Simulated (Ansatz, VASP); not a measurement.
# Two plane-wave programs on CdSe

```
CELL_PARAMETERS angstrom
4.30000 0.00000 0.00000
-2.15000 3.72391 0.00000
0.00000 0.00000 7.02000
ATOMIC_POSITIONS crystal
Cd 0.33333 0.66667 0.00486
Cd 0.66667 0.33333 0.50486
Se 0.33333 0.66667 0.38014
Se 0.66667 0.33333 0.88014
```

Alike in both runs: task electric field gradients; functional r2SCAN; k mesh 8 × 8 × 4; occupations fermi-dirac, width 0.02 eV; no spin polarisation.

|  | VASP | Ansatz |
| --- | --- | --- |
| version | VASP 6.6.1 | Ansatz 0.2.0 |
| potentials or method | VASP PAW PBE potentials, release 64 (Cd, Se) | plane-wave PAW, scalar-relativistic |
| plane-wave cutoff (eV) | 520 | 500 |
| valence electrons in the cell | 36 | 72 |

```csv
,VASP,Ansatz,Ansatz less VASP
gap on the k mesh at the Fermi level (eV),1.16,1.17,+0.010
pressure (GPa),1.7,1.5,-0.28
rms of the force components (eV/Å),0.006,0.006,+0.0007
size of Vzz on the site where it differs most (V/Å²),2.8,2.9,+0.18
```

VASP's potentials were made for PBE, not for r2SCAN. Atom by atom the forces differ by 0.001 eV/Å (rms over components). VASP's potentials hold 36 valence electrons a cell and Ansatz's 72, so a difference there can come from the potentials and not from the codes.
